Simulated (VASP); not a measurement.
Cu, 6 atoms in the cell. The typed cell holds 6 atoms: a = 4.730 Å, b = 4.730 Å, c = 4.730 Å, α = 111.51°, β = 111.51°, γ = 111.51°. 

* Program: VASP 6.6.1
* Task: single point
* Functional: PBE
* Potentials or basis: VASP PAW PBE potentials, release 64 (Cu)
* Cutoff: 520 eV
* k mesh: 6 × 6 × 6
* Occupations: gaussian, width 0.1 eV
* Spin: no spin polarisation
* Dipole correction: no
* Further INCAR settings: ALGO = Fast; EDIFF = 1e-06; NBANDS = 42

Potentials or basis: VASP PAW PBE potentials, release 64 (Cu).

Launch:

```sh
$ cat potpaw_PBE.64/Cu/POTCAR > POTCAR
$ mpirun -np 1 vasp_std > vasp.out
```

Hardware: 1 thread of AMD EPYC 9R45 96-Core Processor (Zen 5), with other jobs on the host.

Problem. How long does it take, and how much memory?

Solution. Run time: 79 s on 1 thread of AMD EPYC 9R45 96-Core Processor (Zen 5) (shared host), peak memory 0.22 GiB. Counts: scf iterations 16, k points 40.
